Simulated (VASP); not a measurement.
W, 1 atom in the cell. Symmetry: R-3m, No. 166, trigonal system. The conventional cell has a = 2.798 Å, b = 2.798 Å, c = 7.402 Å, α = 90.00°, β = 90.00°, γ = 120.00°. Within 3.7 Å of W (site symmetry -3m) lie 12 W at 2.80 to 2.95 Å.  This cell differs from its parent crystal: ratio of the length along [111] to the lengths across it x 1.08, volume and fractional coordinates fixed.

```yaml
Program: VASP 6.6.1
Task: single point
Functional: r2SCAN
Potentials_or_basis: VASP PAW PBE potentials, release 64 (W_sv)
Cutoff: 520 eV
k_mesh: 22 × 22 × 22
Occupations: gaussian, width 0.15 eV
Spin: no spin polarisation
Dipole_correction: no
Further_INCAR_settings: ALGO = Normal; EDIFF = 1e-06; NBANDS = 13
```

Potentials or basis: VASP PAW PBE potentials, release 64 (W_sv).

Launch:

```sh
$ cat potpaw_PBE.64/W_sv/POTCAR > POTCAR
$ cp INCAR.step1 INCAR
$ mpirun -np 1 vasp_std > vasp.out
$ cp INCAR.step2 INCAR
$ mpirun -np 1 vasp_std > vasp.out
```

Hardware: 1 thread of Intel Xeon 8259CL, with other jobs on the host.

How long does it take, and how much memory?

Wall time 9.8 min on 1 thread of Intel Xeon 8259CL, with other jobs on the host, peak memory 0.32 GiB. Counts: k points 1024.
